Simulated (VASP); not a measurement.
Here is a VASP 6.6.1 calculation.

The input INCAR:

```
SYSTEM = SnSe2
PREC = Accurate ; ENCUT = 520
EDIFF = 1E-6 ; ISMEAR = 0
SIGMA = 0.1 ; LREAL = .False.
LASPH = .True. ; NELM = 80
ALGO = Normal ; ISIF = 2
LWAVE = .False. ; LCHARG = .False.
GGA = PE ; NBANDS = 20
```

File KPOINTS:

```
regular mesh
0
Gamma
  6 6 1
  0 0 0
```

Contents of POSCAR:

```
SnSe2
1.0
    3.7928129705      0.0000000038      0.0000000000
   -1.8964064885      3.2846723824      0.0000000000
    0.0000000000      0.0000000000     12.3427321906
Sn Se
1 2
Direct
    0.0000000000      0.0000000000      0.0000000000
    0.3333333333      0.6666666667      0.1402373107
    0.3333333333      0.6666666667      0.8597626893
```

Potentials or basis: VASP PAW PBE potentials, release 64 (Sn_d, Se).

Command:

```bash
$ cat potpaw_PBE.64/Sn_d/POTCAR potpaw_PBE.64/Se/POTCAR > POTCAR
$ mpirun -np 1 vasp_std > vasp.out
```

(1) Predict the band gap on the k mesh.

(2) Estimate the largest force.

Results:

(1) 0.01 eV (least direct gap 0.50 eV).

(2) 0.010 eV/Å.

Caveat: the smearing spreads over this small gap; there is no dipole correction, which matters where the two faces differ; semilocal functionals underestimate gaps, and a narrow one can read as zero; spin-orbit coupling is left out, which moves the levels of the heavy elements.
